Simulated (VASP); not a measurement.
Write the native input for VASP 6.6.1 that does the following.

| Quantity | Value |
| --- | --- |
| Task | relaxation of cell and atoms |
| Functional | PBE |
| Potentials or basis | VASP PAW PBE potentials, release 64 (Mo_sv, Si) |
| Cutoff | 600 eV |
| k mesh | 12 × 12 × 12 |
| Occupations | fermi-dirac, width 0.05 eV |
| Spin | no spin polarisation |
| Dipole correction | no |
| Further INCAR settings | ALGO = Normal; EDIFF = 1e-06; IBRION = 2; EDIFFG = -0.01; NSW = 60; ISIF = 3 |

The structure of Si2Mo lies in POSCAR:

```
Si2Mo
1.0
   -1.6000000000      1.6000000000      3.9305000000
    1.6000000000     -1.6000000000      3.9305000000
    1.6000000000      1.6000000000     -3.9305000000
Mo Si
1 2
Direct
    0.0000000000      0.0000000000      0.0000000000
    0.6670000000      0.6670000000      0.0000000000
    0.3330000000      0.3330000000      0.0000000000
```

These files were run (other wordings do the same):

INCAR

```
PREC = Accurate
ENCUT = 600
EDIFF = 1E-6
ISMEAR = -1
SIGMA = 0.05
LREAL = F
LASPH = T
NELM = 100
ALGO = Normal
ISIF = 3
LWAVE = F
LCHARG = F
GGA = PE
IBRION = 2
NSW = 60
EDIFFG = -0.01
```

KPOINTS

```
regular mesh
0
Gamma
  12 12 12
```

Potentials or basis: VASP PAW PBE potentials, release 64 (Mo_sv, Si).

Launch:

```sh
$ cat potpaw_PBE.64/Mo_sv/POTCAR potpaw_PBE.64/Si/POTCAR > POTCAR
$ mpirun -np 1 vasp_std > vasp.out
```

Results of the run:

```yaml
Relaxed_volume: 13.59 Å³/atom
Relaxed_cell: a = 4.548 Å, b = 4.548 Å, c = 4.548 Å, α = 138.57°, β = 138.57°, γ = 60.03°
Space_group_after_relaxing_to_0.1_Å: I4/mmm (No. 139)
Energy_gained_by_relaxing: 2.8 meV/atom
Ionic_steps: 6
Pressure_after_relaxing: 0.0 GPa
Largest_force_after_relaxing: 0.004 eV/Å
Band_gap_on_the_k_mesh: zero (bands 11 and 12 overlap by 0.94 eV)
```

It took 8.6 min on 1 thread of Intel(R) Xeon(R) Platinum 8259CL CPU @ 2.50GHz (Skylake/Cascade Lake) (shared host), peak memory 0.29 GiB.
